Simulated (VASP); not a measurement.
# Nb (Fm-3m) in VASP: a series of runs, part 2 of 3

VASP 6.6.1.

### 3 Single point, PBE

Contents of INCAR:

```
PREC = Accurate
ENCUT = 520
EDIFF = 1E-6
ISMEAR = -1
SIGMA = 0.05
LREAL = False
LASPH = True
NELM = 100
ALGO = Normal
ISIF = 2
LWAVE = False
LCHARG = True
GGA = PE
LELF = True
LVHAR = True
NBANDS = 12
```

Contents of KPOINTS:

```
Automatic mesh
0
Gamma
  12 12 12
```

Contents of POSCAR:

```
Nb
1.0
    0.0000000000      2.1150000000      2.1150000000
    2.1150000000      0.0000000000      2.1150000000
    2.1150000000      2.1150000000      0.0000000000
Nb
1
Direct
    0.0000000000      0.0000000000      0.0000000000
```

Potentials or basis: VASP PAW PBE potentials, release 64 (Nb_sv).

Command:

```console
> cat potpaw_PBE.64/Nb_sv/POTCAR > POTCAR
> mpirun -np 1 vasp_std > vasp.out
```

OUTCAR:

```text
PREC = Accurate
   ENCUT = 520
   EDIFF = 1E-6
   ISMEAR = -1
   LREAL = False
   LASPH = True
   NELM = 100
   ISIF = 2
   GGA = PE

 ion  position               nearest neighbor table
   1  0.000  0.000  0.000-

  LATTYP: Found a face centered cubic cell.
 ALAT       =     4.2300000000

  Lattice vectors:

 A1 = (   0.0000000000,   2.1150000000,   2.1150000000)
 A2 = (   2.1150000000,   0.0000000000,   2.1150000000)
 A3 = (   2.1150000000,   2.1150000000,   0.0000000000)

Analysis of symmetry for initial positions (statically):
=====================================================================
 Subroutine PRICEL returns:
 Original cell was already a primitive cell.

 Routine SETGRP: Setting up the symmetry group for a
 face centered cubic supercell.

 Subroutine GETGRP returns: Found 48 space group operations
 (whereof 48 operations were pure point group operations)
 out of a pool of 48 trial point group operations.

The static configuration has the point symmetry O_h .

Analysis of symmetry for dynamics (positions and initial velocities):
=====================================================================
 Subroutine PRICEL returns:
 Original cell was already a primitive cell.

 Routine SETGRP: Setting up the symmetry group for a
 face centered cubic supercell.

 Subroutine GETGRP returns: Found 48 space group operations
 (whereof 48 operations were pure point group operations)
 out of a pool of 48 trial point group operations.

The dynamic configuration has the point symmetry O_h .

 Subroutine INISYM returns: Found 48 space group operations
 (whereof 48 operations are pure point group operations),
 and found     1 'primitive' translations

----------------------------------------------------------------------------------------

                                     Primitive cell

  volume of cell :      18.9217

  direct lattice vectors                    reciprocal lattice vectors
     0.000000000  2.115000000  2.115000000    -0.236406619  0.236406619  0.236406619
     2.115000000  0.000000000  2.115000000     0.236406619 -0.236406619  0.236406619
     2.115000000  2.115000000  0.000000000     0.236406619  0.236406619 -0.236406619

  length of vectors
     2.991061684  2.991061684  2.991061684     0.409468276  0.409468276  0.409468276

  position of ions in fractional coordinates (direct lattice)
     0.000000000  0.000000000  0.000000000

  ion indices of the primitive-cell ions
   primitive index   ion index
                 1           1

----------------------------------------------------------------------------------------

 KPOINTS: Automatic mesh

Automatic generation of k-mesh.
 Grid dimensions read from file:
 generate k-points for:   12   12   12

 Generating k-lattice:

  Cartesian coordinates                     Fractional coordinates (reciprocal lattice)
    -0.019700552  0.019700552  0.019700552     0.083333333  0.000000000  0.000000000
     0.019700552 -0.019700552  0.019700552     0.000000000  0.083333333  0.000000000
     0.019700552  0.019700552 -0.019700552     0.000000000  0.000000000  0.083333333

  Length of vectors
     0.034122356  0.034122356  0.034122356

  Shift w.r.t. Gamma in fractional coordinates (k-lattice)
     0.000000000  0.000000000  0.000000000

 Subroutine IBZKPT returns following result:
 ===========================================

 Found     72 irreducible k-points:

 Following reciprocal coordinates:
            Coordinates               Weight
  0.000000  0.000000  0.000000      1.000000
  0.083333  0.000000  0.000000      8.000000
  0.166667  0.000000  0.000000      8.000000
  0.250000  0.000000  0.000000      8.000000
  0.333333  0.000000  0.000000      8.000000
  0.416667  0.000000  0.000000      8.000000
[... 16 lines left out ...]
  0.500000  0.166667  0.000000     24.000000
 -0.416667  0.166667  0.000000     24.000000
 [... further k-points ...]
   k-points           NKPTS =     72   k-points in BZ     NKDIM =     72   number of bands    NBANDS=     12
   number of dos      NEDOS =    301   number of ions     NIONS =      1
   total plane-waves  NPLWV =  13824
   dimension x,y,z NGX =    24 NGY =   24 NGZ =   24
   dimension x,y,z NGXF=    48 NGYF=   48 NGZF=   48
   ions per type =               1
   NGX,Y,Z   is equivalent  to a cutoff of  13.34, 13.34, 13.34 a.u.
   NGXF,Y,Z  is equivalent  to a cutoff of  26.68, 26.68, 26.68 a.u.
 SYSTEM =  unknown system
   PREC   = accura    normal or accurate (medium, high low for compatibility)
   ISTART =      0    job   : 0-new  1-cont  2-samecut
   ICHARG =      2    charge: 1-file 2-atom 10-const
   ISPIN  =      1    spin polarized calculation?
   LNONCOLLINEAR =      F non collinear calculations
   LSORBIT =      F    spin-orbit coupling
   LASPH  =      T    aspherical Exc in radial PAW
   ENCUT  =  520.0 eV  38.22 Ry    6.18 a.u.   5.56  5.56  5.56*2*pi/ulx,y,z
   NELM   =    100;   NELMIN=  2; NELMDL= -5     # of ELM steps
   EDIFF  = 0.1E-05   stopping-criterion for ELM
   LREAL  =      F    real-space projection
   EDIFFG = 0.1E-04   stopping-criterion for IOM
   NSW    =      0    number of steps for IOM
   IBRION =     -1    ionic relax: 0-MD 1-quasi-New 2-CG
   NFREE  =      0    steps in history (QN), initial steepest desc. (CG)
   ISIF   =      2    stress and relaxation
   ISYM   =      2    0-nonsym 1-usesym 2-fastsym
   POTIM  = 0.5000    time-step for ionic-motion
   TEBEG  =    0.0;   TEEND  =   0.0 temperature during run
   PSTRESS=    0.0 pullay stress
   NELECT =      13.0000    total number of electrons
   NUPDOWN=      -1.0000    fix difference up-down
   EMIN   =  10.00;   EMAX   =-10.00  energy-range for DOS
   EFERMI =   0.00;   METHOD = LEGACY
   ISMEAR =    -1;   SIGMA  =   0.05  broadening in eV -4-tet -1-fermi 0-gaus
   EFERMI_NEDOS =   21; number of points for ismear=-14 and -15
   IALGO  =     38    algorithm
   IMIX   =      4    mixing-type and parameters
     AMIX     =   0.40;   BMIX     =  1.00
     AMIX_MAG =   1.60;   BMIX_MAG =  1.00
  volume/ion in A,a.u.               =      18.92       127.69
  Fermi-wavevector in a.u.,A,eV,Ry     =   1.444560  2.729823 28.392005  2.086754
  Thomas-Fermi vector in A             =   2.562841
   LORBIT       =      0    0 simple, 1 ext, 2 COOP (PROOUT), +10 PAW based schemes
   GGA     = PE    functional components
   LHFCALC =     F    Hartree Fock is set to
   AEXX    =    0.0000 exact exchange contribution
   IVDW    =     0    specifies the selected vdW correction
   LEPSILON=     F    determine dielectric tensor
   LRPA    =     F    only Hartree local field effects (RPA)
 non-spin polarized calculation
  energy-cutoff  :      520.00
  volume of cell :       18.92
 maximum number of plane-waves:       532
 NGX is ok and might be reduce to    24
   NGX = 11   NGY = 11   NGZ = 11

 number of electron      13.0000001 magnetization

 Free energy of the ion-electron system (eV)
  ---------------------------------------------------
  ext. energy  EPLUGINS =         0.00000000
  ---------------------------------------------------
  free energy    TOTEN  =        -9.89519110 eV

  energy without entropy =       -9.88216115  energy(sigma->0) =       -9.88867613

 E-fermi :  10.8738     XC(G=0): -12.2513

 val. band max:       10.8668203991   @ k =   0.4167   0.0000   0.0000
 cond. band min:      10.8868542703   @ k =   0.5000   0.1667   0.0833
 fundamental gap:      0.0200338713
 Fermi energy:        10.8737989160

 k-point     1 :       0.0000    0.0000    0.0000
  band No.  band energies     occupation
      1     -43.9563      2.00000
      2     -19.3582      2.00000
      3     -19.3582      2.00000
      4     -19.3582      2.00000
      5       4.6471      2.00000
      6      10.9593      0.30654
      7      10.9593      0.30654
      8      10.9593      0.30654
      9      13.5227      0.00000
     10      13.5227      0.00000
     11      22.6634      0.00000
     12      27.4048      0.00000
[... 331 lines left out ...]
 k-point    24 :      -0.4167    0.1667    0.0000
  band No.  band energies     occupation
      1     -43.7513      2.00000
      2     -20.4078      2.00000
      3     -19.7231      2.00000
      4     -19.5509      2.00000
      5       7.8475      2.00000
      6       9.7826      2.00000
      7      11.1360      0.01050
      8      11.5127      0.00001
      9      14.9931      0.00000
     10      17.2328      0.00000
     11      20.8047      0.00000
     12      24.2338      0.00000

 [... further k-points ...]

------------------------ aborting loop because EDIFF is reached ----------------------------------------

  FORCE on cell =-STRESS in cart. coord.  units (eV):
  Direction    XX          YY          ZZ          XY          YZ          ZX
  --------------------------------------------------------------------------------------
  -------------------------------------------------------------------------------------
  Total       -0.1692751     -0.1692751     -0.1692751      0.0000000     -0.0000000      0.0000000
  in kB      -14.3331800    -14.3331800    -14.3331800      0.0000000     -0.0000000      0.0000000
  external PRESSURE =     -14.3331800 kB  Pullay stress =       0.0000000 kB

 VOLUME and BASIS-vectors are now :
 -----------------------------------------------------------------------------
  energy-cutoff  :      520.00
  volume of cell :       18.92
      direct lattice vectors                 reciprocal lattice vectors
     0.000000000  2.115000000  2.115000000    -0.236406619  0.236406619  0.236406619
     2.115000000  0.000000000  2.115000000     0.236406619 -0.236406619  0.236406619
     2.115000000  2.115000000  0.000000000     0.236406619  0.236406619 -0.236406619

 POSITION                                       TOTAL-FORCE (eV/Angst)
 -----------------------------------------------------------------------------------
      0.00000      0.00000      0.00000        -0.000000     -0.000000     -0.000000
 -----------------------------------------------------------------------------------
    total drift:                               -0.000000     -0.000000      0.000000

  FREE ENERGIE OF THE ION-ELECTRON SYSTEM (eV)
  ---------------------------------------------------
  free  energy   TOTEN  =        -9.8951911043 eV

  energy  without entropy=       -9.8821611463  energy(sigma->0) =       -9.88867613
```

OSZICAR:

```text
N       E                     dE             d eps       ncg     rms          rms(c)
DAV:   1     0.119002940812E+03    0.11900E+03   -0.73038E+03  1728   0.108E+03
DAV:   2    -0.530065308230E+01   -0.12430E+03   -0.12010E+03  1856   0.389E+02
DAV:   3    -0.100287037239E+02   -0.47281E+01   -0.45160E+01  2472   0.657E+01
DAV:   4    -0.103605604288E+02   -0.33186E+00   -0.32963E+00  2508   0.158E+01
DAV:   5    -0.103721712952E+02   -0.11611E-01   -0.11608E-01  2508   0.239E+00    0.657E+00
DAV:   6    -0.994279491750E+01    0.42938E+00   -0.67178E-01  2712   0.102E+01    0.232E+00
DAV:   7    -0.989070793917E+01    0.52087E-01   -0.20476E-01  2804   0.558E+00    0.101E+00
DAV:   8    -0.989513410357E+01   -0.44262E-02   -0.12773E-02  2044   0.148E+00    0.512E-02
DAV:   9    -0.989517765428E+01   -0.43551E-04   -0.94464E-04  2948   0.336E-01    0.384E-02
DAV:  10    -0.989519546174E+01   -0.17807E-04   -0.16038E-05  2080   0.568E-02    0.141E-02
DAV:  11    -0.989519120369E+01    0.42580E-05   -0.73024E-06  2240   0.457E-02    0.233E-03
DAV:  12    -0.989519110425E+01    0.99440E-07   -0.36607E-07  1300   0.655E-03
   1 F= -.98951911E+01 E0= -.98886761E+01  d E =-.130300E-01
```

Run time: 16 s. Hardware: 1 thread of AMD EPYC 7R13 (Zen 3), shared host; peak memory 0.11 GiB.

What came out:

| Quantity | Value |
| --- | --- |
| Free energy | -9.8952 eV |
| Pressure | -1.4 GPa |
| Band gap on the k mesh | zero (an odd number of electrons rules out a gap without spin polarisation) |

### 4 Single point, PBE

Contents of INCAR:

```
  ALGO = Normal
  EDIFF = 1E-6
  ENCUT = 520
  GGA = PE
  ISIF = 2
  ISMEAR = -1
  LASPH = True
  LCHARG = True
  LELF = True
  LREAL = False
  LVHAR = True
  LWAVE = False
  NBANDS = 12
  NELM = 60
  PREC = Accurate
  SIGMA = 0.05
```

Contents of KPOINTS:

```
k-points
0
Gamma
  15 15 15
```

POSCAR is that of step 3.

Potentials or basis: VASP PAW PBE potentials, release 64 (Nb_sv).

Command:

```console
> cat potpaw_PBE.64/Nb_sv/POTCAR > POTCAR
> mpirun -np 1 vasp_std > vasp.out
```

OUTCAR:

```text
EDIFF = 1E-6
   ENCUT = 520
   GGA = PE
   ISIF = 2
   ISMEAR = -1
   LASPH = True
   LREAL = False
   NELM = 60
   PREC = Accurate

 ion  position               nearest neighbor table
   1  0.000  0.000  0.000-

  LATTYP: Found a face centered cubic cell.
 ALAT       =     4.2300000000

  Lattice vectors:

 A1 = (   0.0000000000,   2.1150000000,   2.1150000000)
 A2 = (   2.1150000000,   0.0000000000,   2.1150000000)
 A3 = (   2.1150000000,   2.1150000000,   0.0000000000)

[... 535 lines left out ...]
     11      25.2031      0.00000
     12      25.7102      0.00000

 [... further k-points ...]

------------------------ aborting loop because EDIFF is reached ----------------------------------------

  FORCE on cell =-STRESS in cart. coord.  units (eV):
  Direction    XX          YY          ZZ          XY          YZ          ZX
  --------------------------------------------------------------------------------------
  -------------------------------------------------------------------------------------
  Total       -0.2034456     -0.2034456     -0.2034456      0.0000000      0.0000000      0.0000000
  in kB      -17.2265247    -17.2265247    -17.2265247      0.0000000      0.0000000      0.0000000
  external PRESSURE =     -17.2265247 kB  Pullay stress =       0.0000000 kB

 VOLUME and BASIS-vectors are now :
 -----------------------------------------------------------------------------
  energy-cutoff  :      520.00
  volume of cell :       18.92
      direct lattice vectors                 reciprocal lattice vectors
     0.000000000  2.115000000  2.115000000    -0.236406619  0.236406619  0.236406619
     2.115000000  0.000000000  2.115000000     0.236406619 -0.236406619  0.236406619
     2.115000000  2.115000000  0.000000000     0.236406619  0.236406619 -0.236406619

 POSITION                                       TOTAL-FORCE (eV/Angst)
 -----------------------------------------------------------------------------------
      0.00000      0.00000      0.00000         0.000000      0.000000      0.000000
 -----------------------------------------------------------------------------------
    total drift:                               -0.000000     -0.000000     -0.000000

  FREE ENERGIE OF THE ION-ELECTRON SYSTEM (eV)
  ---------------------------------------------------
  free  energy   TOTEN  =        -9.8992133633 eV

  energy  without entropy=       -9.8868760986  energy(sigma->0) =       -9.89304473
```

stdout:

```text
POSCAR found type information on POSCAR Nb
 POSCAR found :  1 types and       1 ions
 scaLAPACK will be used
 LDA part: xc-table for (Slater+PW92), standard interpolation
 POSCAR, INCAR and KPOINTS ok, starting setup
 FFT: planning ... GRIDC
 FFT: planning ... GRID_SOFT
 FFT: planning ... GRID
 WAVECAR not read
 entering main loop
```

Wall time 24 s (1 thread of AMD EPYC 7R13 (Zen 3), shared host); peak memory 0.12 GiB.

Results:

```yaml
Free_energy: -9.8992 eV
Pressure: -1.7 GPa
Band_gap_on_the_k_mesh: zero (an odd number of electrons rules out a gap without spin polarisation)
```

(Part 2 of 3 ends here.)

The gap in the log of VASP goes by the Fermi energy; the results here count the filled bands.